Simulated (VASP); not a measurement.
# Si (I4/mmm) in VASP: a series of runs, part 2 of 2

VASP 6.6.1. Earlier steps stand in the parts before.

### 3 Single point, LDA (strain -0.015 along x and y, +0.030 along z)

The input, INCAR:

```
ALGO = Normal ; EDIFF = 1E-6
ENCUT = 520 ; ISIF = 2
ISMEAR = 0 ; LASPH = T
LCHARG = F ; LREAL = F
LWAVE = F ; NBANDS = 8
NELM = 100 ; PREC = Accurate
SIGMA = 0.15
```

The input, KPOINTS:

```
k-points
0
Gamma
  28 28 28
```

The input, POSCAR:

```
Si
1.0
   -1.6111279968      1.6111279968      1.3439566585
    1.6111279968     -1.6111279968      1.3439566585
    1.6111279968      1.6111279968     -1.3439566585
Si
1
Direct
    0.0000000000      0.0000000000      0.0000000000
```

Potentials or basis: VASP PAW LDA potentials, release 64 (Si).

The run is started by

```sh
$ cat potpaw_LDA.64/Si/POTCAR > POTCAR
$ mpirun -np 1 vasp_std > vasp.out
```

OUTCAR:

```text
EDIFF = 1E-6
   ENCUT = 520
   ISIF = 2
   ISMEAR = 0
   LASPH = T
   LREAL = F
   NELM = 100
   PREC = Accurate

 ion  position               nearest neighbor table
   1  0.000  0.000  0.000-

  LATTYP: Found a body centered tetragonal cell.
 ALAT       =     3.2222559936
 C/A-ratio  =     0.8341712522

  Lattice vectors:

 A1 = (  -1.6111279968,   1.6111279968,   1.3439566585)
 A2 = (   1.6111279968,  -1.6111279968,   1.3439566585)
 A3 = (   1.6111279968,   1.6111279968,  -1.3439566585)

Analysis of symmetry for initial positions (statically):
=====================================================================
 Subroutine PRICEL returns:
 Original cell was already a primitive cell.

 Routine SETGRP: Setting up the symmetry group for a
 body centered tetragonal supercell.

 Subroutine GETGRP returns: Found 16 space group operations
 (whereof 16 operations were pure point group operations)
 out of a pool of 16 trial point group operations.

The static configuration has the point symmetry D_4h.

[... 159 lines left out ...]

 val. band max:       10.5579168968   @ k =  -0.2143   0.4643   0.1429
 cond. band min:      10.5602815224   @ k =   0.3571   0.2500   0.1786
 fundamental gap:      0.0023646256
 Fermi energy:        10.5589618091

 k-point     1 :       0.0000    0.0000    0.0000
  band No.  band energies     occupation
      1      -4.1270      2.00000
      2      20.5268      0.00000
      3      20.9525      0.00000
      4      20.9525      0.00000
      5      23.9059      0.00000
      6      24.0041      0.00000
      7      25.3280      0.00000
      8      25.3280      0.00000
[... 243 lines left out ...]
 k-point    24 :       0.3214    0.0357    0.0000
  band No.  band energies     occupation
      1      -0.1443      2.00000
      2      10.0779      1.99999
      3      15.8810      0.00000
      4      17.1003      0.00000
      5      18.7798      0.00000
      6      20.9133      0.00000
      7      27.5106      0.00000
      8      32.1226      0.00000

 [... further k-points ...]

------------------------ aborting loop because EDIFF is reached ----------------------------------------

  FORCE on cell =-STRESS in cart. coord.  units (eV):
  Direction    XX          YY          ZZ          XY          YZ          ZX
  --------------------------------------------------------------------------------------
  -------------------------------------------------------------------------------------
  Total        0.0635183      0.0635183     -0.1392306      0.0000000     -0.0000000      0.0000000
  in kB        7.2929623      7.2929623    -15.9860008      0.0000000     -0.0000000      0.0000000
  external PRESSURE =      -0.4666920 kB  Pullay stress =       0.0000000 kB

 VOLUME and BASIS-vectors are now :
 -----------------------------------------------------------------------------
  energy-cutoff  :      520.00
  volume of cell :       13.95
      direct lattice vectors                 reciprocal lattice vectors
    -1.611127997  1.611127997  1.343956659     0.000000000  0.310341575  0.372035807
     1.611127997 -1.611127997  1.343956659     0.310341575  0.000000000  0.372035807
     1.611127997  1.611127997 -1.343956659     0.310341575  0.310341575  0.000000000

 POSITION                                       TOTAL-FORCE (eV/Angst)
 -----------------------------------------------------------------------------------
      0.00000      0.00000      0.00000        -0.000000      0.000000      0.000000
 -----------------------------------------------------------------------------------
    total drift:                                0.000000      0.000000     -0.000000

  FREE ENERGIE OF THE ION-ELECTRON SYSTEM (eV)
  ---------------------------------------------------
  free  energy   TOTEN  =        -5.5630948542 eV

  energy  without entropy=       -5.5583713174  energy(sigma->0) =       -5.56073309
```

OSZICAR:

```text
N       E                     dE             d eps       ncg     rms          rms(c)
DAV:   1    -0.304187898882E+01   -0.30419E+01   -0.18158E+03 28560   0.381E+02
DAV:   2    -0.557010376926E+01   -0.25282E+01   -0.24139E+01 39288   0.305E+01
DAV:   3    -0.558467287698E+01   -0.14569E-01   -0.14557E-01 29520   0.243E+00
DAV:   4    -0.558468848510E+01   -0.15608E-04   -0.15609E-04 43432   0.852E-02
DAV:   5    -0.558468848784E+01   -0.27365E-08   -0.28087E-08 29768   0.646E-04    0.299E+00
DAV:   6    -0.557072498008E+01    0.13964E-01   -0.44625E-03 30216   0.285E-01    0.166E+00
DAV:   7    -0.556313775271E+01    0.75872E-02   -0.81905E-03 30584   0.385E-01    0.121E-01
DAV:   8    -0.556309478589E+01    0.42967E-04   -0.26116E-05 39040   0.411E-02    0.182E-02
DAV:   9    -0.556309485423E+01   -0.68341E-07   -0.11780E-07 32768   0.249E-03
   1 F= -.55630949E+01 E0= -.55607331E+01  d E =-.472354E-02
```

stdout:

```text
POSCAR found type information on POSCAR Si
 POSCAR found :  1 types and       1 ions
 scaLAPACK will be used
 LDA part: xc-table for (Slater(with rela. corr.)+CA(PZ))
 , standard interpolation
 POSCAR, INCAR and KPOINTS ok, starting setup
 FFT: planning ... GRIDC
 FFT: planning ... GRID_SOFT
 FFT: planning ... GRID
 WAVECAR not read
 entering main loop
```

Wall time 53 s (1 thread of Intel Xeon Platinum 8559C (Emerald Rapids), shared host); peak memory 0.24 GiB.

Results:

| Quantity | Value |
| --- | --- |
| Free energy | -5.5631 eV |
| Pressure | 0.0 GPa |
| Band gap on the k mesh | zero (band 2 reaches 20.63 eV, above the bottom of band 3 at 6.80 eV) |

Levels at points of the mesh, in eV from the Fermi level:
```csv
k point,band 1,band 2,band 3,band 4,band 5,band 6,band 7
"(0.00, 0.00, 0.00)",-14.69,9.97,10.39,10.39,13.35,13.45,14.77
"(0.50, 0.00, 0.00)",-6.47,-6.22,4.84,6.48,6.76,9.38,18.98
"(0.50, 0.50, 0.00)",-8.33,-7.30,8.42,10.89,11.31,11.66,17.68
"(0.50, 0.50, 0.50)",-2.16,-2.16,-1.07,1.34,3.44,5.93,25.04
```

Caveat: the cell differs from its parent crystal (strain -0.015 along x and y, +0.030 along z).

### 4 Single point, LDA (strain +0.015 along x and y, -0.030 along z)

The input, INCAR:

```
ALGO = Normal
EDIFF = 1E-7
ENCUT = 520
GGA = CA
ISIF = 2
ISMEAR = 0
LASPH = True
LCHARG = False
LREAL = False
LWAVE = False
NBANDS = 8
NELM = 100
PREC = Accurate
SIGMA = 0.15
```

KPOINTS is that of step 3.

The input, POSCAR:

```
Si
1.0
   -1.6601978850      1.6601978850      1.2656679211
    1.6601978850     -1.6601978850      1.2656679211
    1.6601978850      1.6601978850     -1.2656679211
Si
1
Direct
    0.0000000000      0.0000000000      0.0000000000
```

The run is started by

```sh
$ cat potpaw_LDA.64/Si/POTCAR > POTCAR
$ mpirun -np 1 vasp_std > vasp.out
```

It took 56 s on 1 thread of Intel Xeon Platinum 8559C (Emerald Rapids), shared host; peak memory 0.25 GiB.

It converged, with:

```
Free energy            : -5.5615 eV
Pressure               : 0.6 GPa
Band gap on the k mesh : zero (band 2 reaches 19.81 eV, above the bottom of band 3 at 7.16 eV)
```

Stress tensor (GPa, compression positive):
```
-0.60  0.00  0.00
 0.00 -0.60  0.00
 0.00  0.00  2.86
```

Levels at points of the mesh, in eV from the Fermi level:
```
           k point  band 1  band 2  band 3  band 4  band 5
(0.00, 0.00, 0.00)  -14.72    8.79    9.21    9.21   11.98
(0.50, 0.00, 0.00)   -6.29   -5.67    4.69    6.09    6.12
(0.50, 0.50, 0.00)   -8.96   -7.51   10.33   11.96   11.97
(0.50, 0.50, 0.50)   -2.86   -2.86   -2.45    0.97    5.90
```

Caveat: the cell differs from its parent crystal (strain +0.015 along x and y, -0.030 along z).

### 5 Summary

| cell | gap on the mesh (eV) | pressure (GPa) |
| --- | --- | --- |
| a = 2.635 Å, angles 104.6, 104.6, 119.7°, 1 atom | none | 1.5 |
| a = 2.645 Å, angles 105.0, 105.0, 118.9°, 1 atom | none | 0.0 |
| a = 2.667 Å, angles 103.0, 103.0, 123.3°, 1 atom | none | 0.6 |

Alike in all rows: task single point; level LDA; potentials or basis VASP PAW LDA potentials, release 64 (Si); no spin polarisation; k mesh 28 × 28 × 28; cutoff (eV) 520; smearing gaussian 0.15 eV.

Absolute energies hang on the potentials; compare differences alone.
